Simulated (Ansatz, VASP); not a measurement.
**Pb in VASP and in Ansatz**

The input INCAR:

```
SYSTEM = Pb
  PREC = Accurate
  ENCUT = 600
  EDIFF = 1E-7
  ISMEAR = 0
  SIGMA = 0.1
  LREAL = .FALSE.
  LASPH = .TRUE.
  NELM = 60
  ALGO = Fast
  ISIF = 3
  LWAVE = .FALSE.
  LCHARG = .FALSE.
  GGA = PE
  IBRION = 2
  NSW = 100
  EDIFFG = -0.01
```

File KPOINTS:

```
Automatic mesh
0
G
  18 18 18
  0 0 0
```

File POSCAR:

```
Pb
1.0
    3.2567466072      0.0000000000      0.0000000000
    0.0000000000      3.2567466072      0.0000000000
    0.0000000000      0.0000000000      3.2567466072
Pb
1
Direct
    0.0000000000      0.0000000000      0.0000000000
```

Input for Ansatz:

```yaml
crystal:
  lattice:
    - [3.2567466072, 0.0, 0.0]
    - [0.0, 3.2567466072, 0.0]
    - [0.0, 0.0, 3.2567466072]
  atoms:
    - { symbol: Pb, position: [0.0, 0.0, 0.0] }
basis:
  ecutwfc: 420
kpoints:
  mp_grid: { grid: [18, 18, 18] }
hamiltonian:
  xc: pbe
scf:
  occupations: { method: gaussian, width: 0.1 }
output:
  forces: true
  stress: true
  eigenvalues: true
  write_density: true
  write_potential: true
  elf: true
  volumetric_format: npy
relax:
  adjacent_minimum: "off"
  f_tol: 0.01
  max_steps: 80
  cell: { stress_tol: 0.05 }
```

Alike in both runs: task relaxation of cell and atoms; functional PBE; k mesh 18 × 18 × 18; occupations gaussian, width 0.1 eV; no spin polarisation.

```csv
,VASP,Ansatz
version,VASP 6.6.1,Ansatz 0.2.0
potentials or method,"VASP PAW PBE potentials, release 64 (Pb_d), cutoff 600 eV","scalar-relativistic, plane waves, PAW"
valence electrons in the cell,14,14
```

VASP gave:

| Quantity | Value |
| --- | --- |
| gap on the k mesh at the Fermi level, each at its own relaxed structure (eV) | none |
| relaxed volume (Å³/atom) | 34.39 |
| relaxed cell length with the largest relative difference (Å) | 3.252 |

What did Ansatz give for the same quantities?

gap on the k mesh at the Fermi level, each at its own relaxed structure (eV): none; relaxed volume (Å³/atom): 34.41; relaxed cell length with the largest relative difference (Å): 3.253.

A gap of «none» marks a metal or a gap that the smearing closes.

Neither program's run includes spin-orbit coupling.
